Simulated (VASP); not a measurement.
# Cu (Cmcm) in VASP: further runs

Aim: see how the results for Cu move with the level of theory and the settings. Levels: LDA, PBE. Tasks: single point, relaxation of cell and atoms.

Program: VASP 6.6.1. These are calculated values, not measurements. Logs are shortened: lines on timing, memory, paths and dates and some standing lists are left out, and cuts for length are marked.

### Step 1. The cell of the first run

Symmetry: Cmcm, No. 63, orthorhombic system. Conventional cell: a = 2.399 Å, b = 7.789 Å, c = 2.443 Å, α = 90.00°, β = 90.00°, γ = 90.00°. Cu (site symmetry m2m) has 10 Cu at 2.40 to 2.49 Å within 3.2 Å.

### Step 2. Single point, LDA

INCAR

```
SYSTEM = Cu
ALGO = Normal ; EDIFF = 1E-6
ENCUT = 520 ; ISIF = 2
ISMEAR = -1 ; LASPH = .True.
LCHARG = .True. ; LELF = .True.
LREAL = .False. ; LVHAR = .True.
LWAVE = .False. ; NBANDS = 18
NELM = 80 ; PREC = Accurate
SIGMA = 0.05
```

KPOINTS

```
k-points
0
Gamma
  11 11 11
  0 0 0
```

POSCAR

```
Cu
1.0
    1.1996967866     -3.8943975287      0.0000000000
    1.1996967866      3.8943975287      0.0000000000
    0.0000000000      0.0000000000      2.4425784804
Cu
2
Direct
    0.8662158523      0.1337841477      0.7500000000
    0.1337841477      0.8662158523      0.2500000000
```

Potentials or basis: VASP PAW LDA potentials, release 64 (Cu).

The run is started by

```
> cat potpaw_LDA.64/Cu/POTCAR > POTCAR
> mpirun -np 1 vasp_std > vasp.out
```

OUTCAR:

```text
SYSTEM = Cu
   EDIFF = 1E-6
   ENCUT = 520
   ISIF = 2
   ISMEAR = -1
   LASPH = .True.
   LREAL = .False.
   NELM = 80
   PREC = Accurate

 ion  position               nearest neighbor table
   1  0.866  0.134  0.750-   2 2.42   2 2.42   2 2.49   2 2.49   2 2.49   2 2.49
   2  0.134  0.866  0.250-   1 2.42   1 2.42   1 2.49   1 2.49   1 2.49   1 2.49

  LATTYP: Found a base centered orthorhombic cell.
 ALAT       =     2.3993935732
 B/A-ratio  =     3.2461515044
 C/A-ratio  =     1.0179982591

  Lattice vectors:

 A1 = (   1.1996967866,  -3.8943975287,   0.0000000000)
 A2 = (   1.1996967866,   3.8943975287,   0.0000000000)
 A3 = (   0.0000000000,   0.0000000000,   2.4425784804)

Analysis of symmetry for initial positions (statically):
=====================================================================
 Subroutine PRICEL returns:
 Original cell was already a primitive cell.

 Routine SETGRP: Setting up the symmetry group for a
 base centered orthorhombic supercell.

 Subroutine GETGRP returns: Found  8 space group operations
 (whereof  4 operations were pure point group operations)
 out of a pool of  8 trial point group operations.

The static configuration has the point symmetry C_2h.
 The point group associated with its full space group is D_2h.

Analysis of symmetry for dynamics (positions and initial velocities):
=====================================================================
 Subroutine PRICEL returns:
 Original cell was already a primitive cell.

 Routine SETGRP: Setting up the symmetry group for a
 base centered orthorhombic supercell.

 Subroutine GETGRP returns: Found  8 space group operations
 (whereof  4 operations were pure point group operations)
 out of a pool of  8 trial point group operations.

The dynamic configuration has the point symmetry C_2h.
 The point group associated with its full space group is D_2h.

 Subroutine INISYM returns: Found  8 space group operations
 (whereof  4 operations are pure point group operations),
 and found     1 'primitive' translations

----------------------------------------------------------------------------------------

                                     Primitive cell

  volume of cell :      22.8239

  direct lattice vectors                    reciprocal lattice vectors
     1.199696787 -3.894397529  0.000000000     0.416771976 -0.128389564  0.000000000
     1.199696787  3.894397529  0.000000000     0.416771976  0.128389564  0.000000000
     0.000000000  0.000000000  2.442578480     0.000000000  0.000000000  0.409403427

  length of vectors
     4.074997484  4.074997484  2.442578480     0.436099484  0.436099484  0.409403427

  position of ions in fractional coordinates (direct lattice)
     0.866215852  0.133784148  0.750000000
     0.133784148  0.866215852  0.250000000

  ion indices of the primitive-cell ions
   primitive index   ion index
                 1           1
                 2           2

----------------------------------------------------------------------------------------

 KPOINTS: k-points

Automatic generation of k-mesh.
 Grid dimensions read from file:
 generate k-points for:   11   11   11

 Generating k-lattice:

  Cartesian coordinates                     Fractional coordinates (reciprocal lattice)
     0.037888361 -0.011671779  0.000000000     0.090909091  0.000000000  0.000000000
     0.037888361  0.011671779  0.000000000     0.000000000  0.090909091  0.000000000
     0.000000000  0.000000000  0.037218493     0.000000000  0.000000000  0.090909091

  Length of vectors
     0.039645408  0.039645408  0.037218493

  Shift w.r.t. Gamma in fractional coordinates (k-lattice)
     0.000000000  0.000000000  0.000000000

 Subroutine IBZKPT returns following result:
 ===========================================

 Found    216 irreducible k-points:

 Following reciprocal coordinates:
            Coordinates               Weight
  0.000000  0.000000  0.000000      1.000000
  0.090909 -0.000000  0.000000      4.000000
  0.181818  0.000000  0.000000      4.000000
  0.272727  0.000000  0.000000      4.000000
  0.363636  0.000000  0.000000      4.000000
  0.454545  0.000000  0.000000      4.000000
[... 16 lines left out ...]
 -0.272727  0.181818  0.000000      4.000000
 -0.181818  0.181818  0.000000      2.000000
 [... further k-points ...]
   k-points           NKPTS =    216   k-points in BZ     NKDIM =    216   number of bands    NBANDS=     18
   number of dos      NEDOS =    301   number of ions     NIONS =      2
   total plane-waves  NPLWV =  16200
   dimension x,y,z NGX =    30 NGY =   30 NGZ =   18
   dimension x,y,z NGXF=    60 NGYF=   60 NGZF=   36
   ions per type =               2
   NGX,Y,Z   is equivalent  to a cutoff of  12.24, 12.24, 12.25 a.u.
   NGXF,Y,Z  is equivalent  to a cutoff of  24.48, 24.48, 24.50 a.u.
 SYSTEM =  Cu
   PREC   = accura    normal or accurate (medium, high low for compatibility)
   ISTART =      0    job   : 0-new  1-cont  2-samecut
   ICHARG =      2    charge: 1-file 2-atom 10-const
   ISPIN  =      1    spin polarized calculation?
   LNONCOLLINEAR =      F non collinear calculations
   LSORBIT =      F    spin-orbit coupling
   LASPH  =      T    aspherical Exc in radial PAW
   ENCUT  =  520.0 eV  38.22 Ry    6.18 a.u.   7.58  7.58  4.54*2*pi/ulx,y,z
   NELM   =     80;   NELMIN=  2; NELMDL= -5     # of ELM steps
   EDIFF  = 0.1E-05   stopping-criterion for ELM
   LREAL  =      F    real-space projection
   EDIFFG = 0.1E-04   stopping-criterion for IOM
   NSW    =      0    number of steps for IOM
   IBRION =     -1    ionic relax: 0-MD 1-quasi-New 2-CG
   NFREE  =      0    steps in history (QN), initial steepest desc. (CG)
   ISIF   =      2    stress and relaxation
   ISYM   =      2    0-nonsym 1-usesym 2-fastsym
   POTIM  = 0.5000    time-step for ionic-motion
   TEBEG  =    0.0;   TEEND  =   0.0 temperature during run
   PSTRESS=    0.0 pullay stress
   NELECT =      22.0000    total number of electrons
   NUPDOWN=      -1.0000    fix difference up-down
   EMIN   =  10.00;   EMAX   =-10.00  energy-range for DOS
   EFERMI =   0.00;   METHOD = LEGACY
   ISMEAR =    -1;   SIGMA  =   0.05  broadening in eV -4-tet -1-fermi 0-gaus
   EFERMI_NEDOS =   21; number of points for ismear=-14 and -15
   IALGO  =     38    algorithm
   IMIX   =      4    mixing-type and parameters
     AMIX     =   0.40;   BMIX     =  1.00
     AMIX_MAG =   1.60;   BMIX_MAG =  1.00
  volume/ion in A,a.u.               =      11.41        77.01
  Fermi-wavevector in a.u.,A,eV,Ry     =   1.617157  3.055984 35.581930  2.615198
  Thomas-Fermi vector in A             =   2.711628
   LORBIT       =      0    0 simple, 1 ext, 2 COOP (PROOUT), +10 PAW based schemes
   GGA     = CA    functional components
   LHFCALC =     F    Hartree Fock is set to
   AEXX    =    0.0000 exact exchange contribution
   IVDW    =     0    specifies the selected vdW correction
   LEPSILON=     F    determine dielectric tensor
   LRPA    =     F    only Hartree local field effects (RPA)
 non-spin polarized calculation
  energy-cutoff  :      520.00
  volume of cell :       22.82
 maximum number of plane-waves:       632
   NGX = 15   NGY = 15   NGZ =  9

 number of electron      21.9999991 magnetization

 Free energy of the ion-electron system (eV)
  ---------------------------------------------------
  ext. energy  EPLUGINS =         0.00000000
  ---------------------------------------------------
  free energy    TOTEN  =        -9.10072588 eV

  energy without entropy =       -9.09691886  energy(sigma->0) =       -9.09882237

 E-fermi :   7.7981     XC(G=0): -13.2651

 val. band max:        7.7805287128   @ k =  -0.3636   0.3636   0.3636
 cond. band min:       7.8330079931   @ k =   0.4545   0.0909   0.1818
 fundamental gap:      0.0524792803
 Fermi energy:         7.7980576777

 k-point     1 :       0.0000    0.0000    0.0000
  band No.  band energies     occupation
      1      -1.8370      2.00000
      2       2.4980      2.00000
      3       3.2871      2.00000
      4       3.8031      2.00000
      5       4.5306      2.00000
      6       4.8768      2.00000
[... 10 lines left out ...]
     17      27.8862      0.00000
     18      29.9569      0.00000

 k-point     2 :       0.0909   -0.0000    0.0000
  band No.  band energies     occupation
      1      -1.5906      2.00000
      2       2.5904      2.00000
      3       3.3833      2.00000
      4       3.8916      2.00000
      5       4.5600      2.00000
      6       4.8634      2.00000
[... 10 lines left out ...]
     17      28.5404      0.00000
     18      31.6713      0.00000

 k-point     3 :       0.1818    0.0000    0.0000
  band No.  band energies     occupation
      1      -0.8738      2.00000
      2       2.8140      2.00000
      3       3.6326      2.00000
      4       4.0993      2.00000
      5       4.5392      2.00000
      6       4.6367      2.00000
[... 10 lines left out ...]
     17      28.8620      0.00000
     18      32.1396      0.00000

 k-point     4 :       0.2727    0.0000    0.0000
  band No.  band energies     occupation
      1       0.2269      2.00000
      2       3.0336      2.00000
      3       3.8264      2.00000
      4       3.9148      2.00000
      5       4.6038      2.00000
      6       4.7259      2.00000
[... 375 lines left out ...]
      4       4.1554      2.00000
      5       4.2580      2.00000
      6       4.8302      2.00000
[... 10 lines left out ...]
     17      29.1321      0.00000
     18      29.8461      0.00000

 k-point    23 :      -0.2727    0.1818    0.0000
  band No.  band energies     occupation
      1      -1.0864      2.00000
      2       2.4415      2.00000
      3       3.2583      2.00000
      4       3.9726      2.00000
      5       4.5835      2.00000
      6       4.7307      2.00000
[... 10 lines left out ...]
     17      28.7819      0.00000
     18      30.2616      0.00000

 k-point    24 :      -0.1818    0.1818    0.0000
  band No.  band energies     occupation
      1      -1.4951      2.00000
      2       2.4072      2.00000
      3       3.2050      2.00000
      4       3.8617      2.00000
      5       4.6498      2.00000
      6       4.7434      2.00000
[... 10 lines left out ...]
     17      29.7128      0.00000
     18      29.7406      0.00000

 [... further k-points ...]

------------------------ aborting loop because EDIFF is reached ----------------------------------------

  FORCE on cell =-STRESS in cart. coord.  units (eV):
  Direction    XX          YY          ZZ          XY          YZ          ZX
  --------------------------------------------------------------------------------------
  -------------------------------------------------------------------------------------
  Total        0.1178297      0.1462282      0.1438033      0.0000000      0.0000000      0.0000000
  in kB        8.2713255     10.2648242     10.0946017      0.0000000      0.0000000      0.0000000
  external PRESSURE =       9.5435838 kB  Pullay stress =       0.0000000 kB

 VOLUME and BASIS-vectors are now :
 -----------------------------------------------------------------------------
  energy-cutoff  :      520.00
  volume of cell :       22.82
      direct lattice vectors                 reciprocal lattice vectors
     1.199696787 -3.894397529  0.000000000     0.416771976 -0.128389564  0.000000000
     1.199696787  3.894397529  0.000000000     0.416771976  0.128389564  0.000000000
     0.000000000  0.000000000  2.442578480     0.000000000  0.000000000  0.409403427

 POSITION                                       TOTAL-FORCE (eV/Angst)
 -----------------------------------------------------------------------------------
      1.19970     -2.85238      1.83193         0.000000     -0.004669     -0.000000
      1.19970      2.85238      0.61064         0.000000      0.004669      0.000000
 -----------------------------------------------------------------------------------
    total drift:                                0.000000      0.000000     -0.000000

  FREE ENERGIE OF THE ION-ELECTRON SYSTEM (eV)
  ---------------------------------------------------
  free  energy   TOTEN  =        -9.1007258842 eV

  energy  without entropy=       -9.0969188569  energy(sigma->0) =       -9.09882237
```

Wall time 2.4 min (1 thread of AMD EPYC 7R13, shared host); peak memory 0.16 GiB.

Results:

```
Free energy            : -9.1007 eV
Pressure               : 1.0 GPa
Largest force          : 0.005 eV/Å
Band gap on the k mesh : zero (bands 11 and 12 overlap by 5.57 eV)
```

Forces in eV/Å, atoms in the order of the input:
```
Cu   0.000 -0.005  0.000
Cu   0.000  0.005  0.000
```

### Step 3. Single point, PBE

This run uses another cell than the first one, of 11.99 Å³/atom.

INCAR

```
PREC = Accurate
ENCUT = 520
EDIFF = 1E-6
ISMEAR = 0
SIGMA = 0.011
LREAL = F
LASPH = T
NELM = 100
ALGO = Normal
ISIF = 2
LWAVE = F
LCHARG = F
GGA = PE
NBANDS = 18
```

KPOINTS

```
regular mesh
0
Gamma
  11 11 11
```

POSCAR

```
Cu
1.0
    1.2184636900     -3.9763780104      0.0000000000
    1.2184636900      3.9763780104      0.0000000000
    0.0000000000      0.0000000000      2.4754955235
Cu
2
Direct
    0.8661333500      0.1338666500      0.7500000000
    0.1338666500      0.8661333500      0.2500000000
```

Potentials or basis: VASP PAW PBE potentials, release 64 (Cu).

The run is started by

```
> cat potpaw_PBE.64/Cu/POTCAR > POTCAR
> mpirun -np 1 vasp_std > vasp.out
```

It took 2.5 min on 1 thread of AMD EPYC 7R13, shared host; peak memory 0.18 GiB.

Results (log left out):

```yaml
Free_energy: -7.1533 eV
Pressure: 7.1 GPa
Largest_force: 0.049 eV/Å
Band_gap_on_the_k_mesh: zero (bands 11 and 12 overlap by 5.47 eV)
```

Forces in eV/Å, atoms in the order of the input:
```
Cu   0.000 -0.049  0.000
Cu   0.000  0.049  0.000
```

Stress tensor (GPa, compression positive):
```
6.84 0.00 0.00
0.00 6.64 0.00
0.00 0.00 7.80
```

Levels at points of the mesh, in eV from the Fermi level:
| k point | band 8 | band 9 | band 10 | band 11 | band 12 | band 13 | band 14 | band 15 |
| --- | --- | --- | --- | --- | --- | --- | --- | --- |
| (0.00, 0.00, 0.00) | -2.08 | -1.89 | -1.75 | -1.50 | -0.10 | 4.75 | 14.71 | 18.36 |

Caveat: the cell stands under pressure.

[end of part 1 of 2]

The gap in the log of VASP goes by the Fermi energy; the results here count the filled bands.